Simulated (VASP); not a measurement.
# HfC (Fm-3m) in VASP: notebook

Runs on HfC. Level: PBE. Tasks: single point.

Program: VASP 6.6.1. These are calculated values, not measurements. Logs are shortened: lines on timing, memory, paths and dates and some standing lists are left out, and cuts for length are marked.

## 1. The cell of the first run

It takes space group Fm-3m (No. 225, cubic). The conventional cell has a = 4.014 Å, b = 4.014 Å, c = 4.014 Å, α = 90.00°, β = 90.00°, γ = 90.00°. Hf (site symmetry m-3m) has 6 C at 2.01 Å within 2.7 Å. Within 2.7 Å of C (site symmetry m-3m) lie 6 Hf at 2.01 Å.

## 2. Single point, PBE (volume scaled by 0.65)

The input, INCAR:

```
SYSTEM = HfC
PREC     = Accurate       ! precision mode
ENCUT    = 520            ! plane-wave cutoff, eV
EDIFF    = 1E-6           ! SCF threshold, eV
ISMEAR   = -1             ! smearing method
SIGMA    = 0.05           ! smearing width, eV
LREAL    = .FALSE.        ! projectors in reciprocal space
LASPH    = .TRUE.         ! aspherical terms in the spheres
NELM     = 60             ! most SCF steps
ALGO     = Normal         ! electronic algorithm
ISIF     = 2              ! what is computed and relaxed
LWAVE    = .FALSE.        ! write WAVECAR
LCHARG   = .FALSE.        ! write CHGCAR
GGA      = PE             ! functional
NBANDS   = 14             ! bands
```

The input, KPOINTS:

```
regular mesh
0
G
  13 13 13
  0 0 0
```

The input, POSCAR:

```
HfC
1.0
    0.0000000000      2.0071962782      2.0071962782
    2.0071962782      0.0000000000      2.0071962782
    2.0071962782      2.0071962782      0.0000000000
Hf C
1 1
Direct
    0.0000000000      0.0000000000      0.0000000000
    0.5000000000      0.5000000000      0.5000000000
```

Potentials or basis: VASP PAW PBE potentials, release 64 (Hf_pv, C).

Launch:

```
> cat potpaw_PBE.64/Hf_pv/POTCAR potpaw_PBE.64/C/POTCAR > POTCAR
> mpirun -np 1 vasp_std > vasp.out
```

OUTCAR:

```text
SYSTEM = HfC
   PREC = Accurate
   ENCUT = 520
   EDIFF = 1E-6
   ISMEAR = -1
   LREAL = .FALSE.
   LASPH = .TRUE.
   NELM = 60
   ISIF = 2
   GGA = PE

 ion  position               nearest neighbor table
   1  0.000  0.000  0.000-   2 2.01   2 2.01   2 2.01   2 2.01   2 2.01   2 2.01
   2  0.500  0.500  0.500-   1 2.01   1 2.01   1 2.01   1 2.01   1 2.01   1 2.01

  LATTYP: Found a face centered cubic cell.
 ALAT       =     4.0143925564

  Lattice vectors:

 A1 = (   0.0000000000,   2.0071962782,   2.0071962782)
 A2 = (   2.0071962782,   0.0000000000,   2.0071962782)
 A3 = (   2.0071962782,   2.0071962782,   0.0000000000)

Analysis of symmetry for initial positions (statically):
=====================================================================
 Subroutine PRICEL returns:
 Original cell was already a primitive cell.

 Routine SETGRP: Setting up the symmetry group for a
 face centered cubic supercell.

 Subroutine GETGRP returns: Found 48 space group operations
 (whereof 48 operations were pure point group operations)
 out of a pool of 48 trial point group operations.

The static configuration has the point symmetry O_h .

Analysis of symmetry for dynamics (positions and initial velocities):
=====================================================================
 Subroutine PRICEL returns:
 Original cell was already a primitive cell.

 Routine SETGRP: Setting up the symmetry group for a
 face centered cubic supercell.

 Subroutine GETGRP returns: Found 48 space group operations
 (whereof 48 operations were pure point group operations)
 out of a pool of 48 trial point group operations.

The dynamic configuration has the point symmetry O_h .

 Subroutine INISYM returns: Found 48 space group operations
 (whereof 48 operations are pure point group operations),
 and found     1 'primitive' translations

----------------------------------------------------------------------------------------

                                     Primitive cell

  volume of cell :      16.1733

  direct lattice vectors                    reciprocal lattice vectors
     0.000000000  2.007196278  2.007196278    -0.249103690  0.249103690  0.249103690
     2.007196278  0.000000000  2.007196278     0.249103690 -0.249103690  0.249103690
     2.007196278  2.007196278  0.000000000     0.249103690  0.249103690 -0.249103690

  length of vectors
     2.838604199  2.838604199  2.838604199     0.431460248  0.431460248  0.431460248

  position of ions in fractional coordinates (direct lattice)
     0.000000000  0.000000000  0.000000000
     0.500000000  0.500000000  0.500000000

  ion indices of the primitive-cell ions
   primitive index   ion index
                 1           1
                 2           2

----------------------------------------------------------------------------------------

 KPOINTS: regular mesh

Automatic generation of k-mesh.
 Grid dimensions read from file:
 generate k-points for:   13   13   13

 Generating k-lattice:

  Cartesian coordinates                     Fractional coordinates (reciprocal lattice)
    -0.019161822  0.019161822  0.019161822     0.076923077  0.000000000  0.000000000
     0.019161822 -0.019161822  0.019161822     0.000000000  0.076923077  0.000000000
     0.019161822  0.019161822 -0.019161822     0.000000000  0.000000000  0.076923077

  Length of vectors
     0.033189250  0.033189250  0.033189250

  Shift w.r.t. Gamma in fractional coordinates (k-lattice)
     0.000000000  0.000000000  0.000000000

 Subroutine IBZKPT returns following result:
 ===========================================

 Found     84 irreducible k-points:

 Following reciprocal coordinates:
            Coordinates               Weight
  0.000000  0.000000  0.000000      1.000000
  0.076923  0.000000  0.000000      8.000000
  0.153846  0.000000  0.000000      8.000000
  0.230769  0.000000  0.000000      8.000000
  0.307692  0.000000  0.000000      8.000000
  0.384615  0.000000  0.000000      8.000000
[... 16 lines left out ...]
  0.384615  0.153846  0.000000     24.000000
  0.461538  0.153846  0.000000     24.000000
 [... further k-points ...]
   k-points           NKPTS =     84   k-points in BZ     NKDIM =     84   number of bands    NBANDS=     14
   number of dos      NEDOS =    301   number of ions     NIONS =      2
   total plane-waves  NPLWV =  13824
   dimension x,y,z NGX =    24 NGY =   24 NGZ =   24
   dimension x,y,z NGXF=    48 NGYF=   48 NGZF=   48
   ions per type =               1   1
   NGX,Y,Z   is equivalent  to a cutoff of  14.06, 14.06, 14.06 a.u.
   NGXF,Y,Z  is equivalent  to a cutoff of  28.11, 28.11, 28.11 a.u.
 SYSTEM =  HfC
   PREC   = accura    normal or accurate (medium, high low for compatibility)
   ISTART =      0    job   : 0-new  1-cont  2-samecut
   ICHARG =      2    charge: 1-file 2-atom 10-const
   ISPIN  =      1    spin polarized calculation?
   LNONCOLLINEAR =      F non collinear calculations
   LSORBIT =      F    spin-orbit coupling
   LASPH  =      T    aspherical Exc in radial PAW
   ENCUT  =  520.0 eV  38.22 Ry    6.18 a.u.   5.28  5.28  5.28*2*pi/ulx,y,z
   NELM   =     60;   NELMIN=  2; NELMDL= -5     # of ELM steps
   EDIFF  = 0.1E-05   stopping-criterion for ELM
   LREAL  =      F    real-space projection
   EDIFFG = 0.1E-04   stopping-criterion for IOM
   NSW    =      0    number of steps for IOM
   IBRION =     -1    ionic relax: 0-MD 1-quasi-New 2-CG
   NFREE  =      0    steps in history (QN), initial steepest desc. (CG)
   ISIF   =      2    stress and relaxation
   ISYM   =      2    0-nonsym 1-usesym 2-fastsym
   POTIM  = 0.5000    time-step for ionic-motion
   TEBEG  =    0.0;   TEEND  =   0.0 temperature during run
   PSTRESS=    0.0 pullay stress
   NELECT =      14.0000    total number of electrons
   NUPDOWN=      -1.0000    fix difference up-down
   EMIN   =  10.00;   EMAX   =-10.00  energy-range for DOS
   EFERMI =   0.00;   METHOD = LEGACY
   ISMEAR =    -1;   SIGMA  =   0.05  broadening in eV -4-tet -1-fermi 0-gaus
   EFERMI_NEDOS =   21; number of points for ismear=-14 and -15
   IALGO  =     38    algorithm
   IMIX   =      4    mixing-type and parameters
     AMIX     =   0.40;   BMIX     =  1.00
     AMIX_MAG =   1.60;   BMIX_MAG =  1.00
  volume/ion in A,a.u.               =       8.09        54.57
  Fermi-wavevector in a.u.,A,eV,Ry     =   1.560215  2.948378 33.120248  2.434270
  Thomas-Fermi vector in A             =   2.663459
   LORBIT       =      0    0 simple, 1 ext, 2 COOP (PROOUT), +10 PAW based schemes
   GGA     = PE    functional components
   LHFCALC =     F    Hartree Fock is set to
   AEXX    =    0.0000 exact exchange contribution
   IVDW    =     0    specifies the selected vdW correction
   LEPSILON=     F    determine dielectric tensor
   LRPA    =     F    only Hartree local field effects (RPA)
 non-spin polarized calculation
  energy-cutoff  :      520.00
  volume of cell :       16.17
 maximum number of plane-waves:       445
 NGX is ok and might be reduce to    24
   NGX = 11   NGY = 11   NGZ = 11

 number of electron      14.0000001 magnetization

 Free energy of the ion-electron system (eV)
  ---------------------------------------------------
  ext. energy  EPLUGINS =         0.00000000
  ---------------------------------------------------
  free energy    TOTEN  =       -16.19139558 eV

  energy without entropy =      -16.18896252  energy(sigma->0) =      -16.19017905

 E-fermi :  10.0871     XC(G=0): -14.6290

 val. band max:       10.0716683130   @ k =   0.0769   0.0769   0.0000
 cond. band min:      10.1793472401   @ k =   0.2308   0.1538   0.0000
 fundamental gap:      0.1076789271
 Fermi energy:        10.0870625022

 k-point     1 :       0.0000    0.0000    0.0000
  band No.  band energies     occupation
      1     -17.5794      2.00000
      2     -17.5794      2.00000
      3     -17.5794      2.00000
      4      -4.4147      2.00000
      5      11.0866      0.00000
      6      11.0866      0.00000
      7      11.0866      0.00000
      8      11.1727      0.00000
      9      11.1727      0.00000
     10      11.1727      0.00000
     11      14.6348      0.00000
     12      14.6348      0.00000
     13      22.1706      0.00000
     14      22.8597      0.00000

 k-point     2 :       0.0769    0.0000    0.0000
  band No.  band energies     occupation
      1     -17.7996      2.00000
      2     -17.5939      2.00000
      3     -17.5939      2.00000
      4      -4.0846      2.00000
      5       9.6422      1.99973
      6       9.9932      1.73445
      7       9.9932      1.73445
      8      11.5963      0.00000
      9      11.5963      0.00000
     10      12.2541      0.00000
     11      15.8230      0.00000
     12      15.8230      0.00000
     13      22.8823      0.00000
     14      23.1364      0.00000

 k-point     3 :       0.1538    0.0000    0.0000
  band No.  band energies     occupation
      1     -18.3667      2.00000
      2     -17.6336      2.00000
      3     -17.6336      2.00000
      4      -3.2019      2.00000
      5       8.0313      2.00000
      6       8.4655      2.00000
      7       8.4655      2.00000
      8      12.3420      0.00000
      9      12.3420      0.00000
     10      13.0100      0.00000
     11      18.1315      0.00000
     12      18.1315      0.00000
     13      23.8105      0.00000
     14      24.8290      0.00000

 k-point     4 :       0.2308    0.0000    0.0000
  band No.  band energies     occupation
      1     -19.0827      2.00000
      2     -17.6885      2.00000
      3     -17.6885      2.00000
      4      -2.0052      2.00000
      5       6.5016      2.00000
      6       7.0995      2.00000
      7       7.0995      2.00000
      8      13.5073      0.00000
      9      13.5073      0.00000
     10      13.6885      0.00000
     11      20.7685      0.00000
     12      20.7685      0.00000
     13      24.3943      0.00000
     14      26.1540      0.00000

 k-point     5 :       0.3077    0.0000    0.0000
  band No.  band energies     occupation
      1     -19.7640      2.00000
      2     -17.7456      2.00000
      3     -17.7456      2.00000
      4      -0.7351      2.00000
      5       5.1528      2.00000
      6       6.0296      2.00000
      7       6.0296      2.00000
      8      14.6126      0.00000
      9      15.0105      0.00000
     10      15.0105      0.00000
     11      23.4652      0.00000
[... 276 lines left out ...]
 k-point    22 :       0.3077    0.1538    0.0000
  band No.  band energies     occupation
      1     -19.3501      2.00000
      2     -17.9888      2.00000
      3     -17.9548      2.00000
      4      -1.2231      2.00000
      5       4.6116      2.00000
      6       7.2071      2.00000
      7       7.9995      2.00000
      8      10.9911      0.00000
      9      16.3212      0.00000
     10      16.8291      0.00000
     11      19.3757      0.00000
     12      22.7609      0.00000
     13      26.1468      0.00000
     14      26.4067      0.00000

 k-point    23 :       0.3846    0.1538    0.0000
  band No.  band energies     occupation
      1     -19.8693      2.00000
      2     -18.0721      2.00000
      3     -18.0282      2.00000
      4      -0.3635      2.00000
      5       3.9436      2.00000
      6       6.6247      2.00000
      7       6.9764      2.00000
      8      12.0331      0.00000
      9      17.7072      0.00000
     10      18.0408      0.00000
     11      21.7751      0.00000
     12      23.1644      0.00000
     13      26.1278      0.00000
     14      26.8957      0.00000

 k-point    24 :       0.4615    0.1538    0.0000
  band No.  band energies     occupation
      1     -20.2281      2.00000
      2     -18.2048      2.00000
      3     -18.0204      2.00000
      4       0.3742      2.00000
      5       3.3331      2.00000
      6       6.1474      2.00000
      7       6.4410      2.00000
      8      13.4127      0.00000
      9      18.5637      0.00000
     10      19.0487      0.00000
     11      22.0783      0.00000
     12      24.1006      0.00000
     13      26.1328      0.00000
     14      28.0701      0.00000

 [... further k-points ...]

------------------------ aborting loop because EDIFF is reached ----------------------------------------

  FORCE on cell =-STRESS in cart. coord.  units (eV):
  Direction    XX          YY          ZZ          XY          YZ          ZX
  --------------------------------------------------------------------------------------
  -------------------------------------------------------------------------------------
  Total       25.2977963     25.2977963     25.2977963      0.0000000     -0.0000000     -0.0000000
  in kB     2506.0731838   2506.0731838   2506.0731838      0.0000000     -0.0000000     -0.0000000
  external PRESSURE =    2506.0731838 kB  Pullay stress =       0.0000000 kB

 VOLUME and BASIS-vectors are now :
 -----------------------------------------------------------------------------
  energy-cutoff  :      520.00
  volume of cell :       16.17
      direct lattice vectors                 reciprocal lattice vectors
     0.000000000  2.007196278  2.007196278    -0.249103690  0.249103690  0.249103690
     2.007196278  0.000000000  2.007196278     0.249103690 -0.249103690  0.249103690
     2.007196278  2.007196278  0.000000000     0.249103690  0.249103690 -0.249103690

 POSITION                                       TOTAL-FORCE (eV/Angst)
 -----------------------------------------------------------------------------------
      0.00000      0.00000      0.00000        -0.000000     -0.000000      0.000000
      2.00720      2.00720      2.00720         0.000000      0.000000     -0.000000
 -----------------------------------------------------------------------------------
    total drift:                                0.000000     -0.000000     -0.000000

  FREE ENERGIE OF THE ION-ELECTRON SYSTEM (eV)
  ---------------------------------------------------
  free  energy   TOTEN  =       -16.1913955764 eV

  energy  without entropy=      -16.1889625215  energy(sigma->0) =      -16.19017905
```

It took 28 s on 1 thread of Intel Xeon 8259CL, shared host; peak memory 0.15 GiB.

What came out:

| Property | Result |
| --- | --- |
| Free energy | -16.1914 eV |
| Pressure | 250.6 GPa |
| Band gap on the k mesh | zero (band 7 reaches 11.09 eV, above the bottom of band 8 at 9.52 eV) |

Levels at points of the mesh, in eV from the Fermi level:
| k point | band 5 | band 6 | band 7 | band 8 | band 9 | band 10 |
| --- | --- | --- | --- | --- | --- | --- |
| (0.00, 0.00, 0.00) | 1.00 | 1.00 | 1.00 | 1.09 | 1.09 | 1.09 |

Caveat: the cell differs from its parent crystal (volume scaled by 0.65); spin-orbit coupling is left out, which moves the levels of the heavy elements.

## 3. Single point, PBE

This run uses another cell than the first one, of 10.57 Å³/atom, 1.308 times its volume.

The input, INCAR:

```
  PREC = Accurate
  ENCUT = 520
  EDIFF = 1E-6
  ISMEAR = -1
  SIGMA = 0.05
  LREAL = False
  LASPH = True
  NELM = 80
  ALGO = Normal
  ISIF = 2
  LWAVE = False
  LCHARG = False
  GGA = PE
  NBANDS = 14
```

The input, KPOINTS:

```
regular mesh
0
Gamma
  13 13 13
```

The input, POSCAR:

```
HfC
1.0
    0.0000000000      2.1949520270      2.1949520270
    2.1949520270      0.0000000000      2.1949520270
    2.1949520270      2.1949520270      0.0000000000
Hf C
1 1
Direct
    0.0000000000      0.0000000000      0.0000000000
    0.5000000000      0.5000000000      0.5000000000
```

Potentials or basis: VASP PAW PBE potentials, release 64 (Hf_pv, C).

Launch:

```
> cat potpaw_PBE.64/Hf_pv/POTCAR potpaw_PBE.64/C/POTCAR > POTCAR
> mpirun -np 1 vasp_std > vasp.out
```

Run time: 30 s. Hardware: 1 thread of Intel Xeon 8259CL, shared host; peak memory 0.16 GiB.

It converged, with:

| Item | Value |
| --- | --- |
| Free energy | -20.4314 eV |
| Pressure | 57.7 GPa |
| Band gap on the k mesh | zero (band 7 reaches 8.46 eV, above the bottom of band 8 at 6.93 eV) |

Levels at points of the mesh, in eV from the Fermi level:
| k point | band 3 | band 4 | band 5 | band 6 | band 7 | band 8 | band 9 | band 10 | band 11 | band 12 |
| --- | --- | --- | --- | --- | --- | --- | --- | --- | --- | --- |
| (0.00, 0.00, 0.00) | -28.77 | -13.22 | 1.05 | 1.05 | 1.05 | 1.36 | 1.36 | 1.36 | 3.89 | 3.89 |

Caveat: spin-orbit coupling is left out, which moves the levels of the heavy elements.
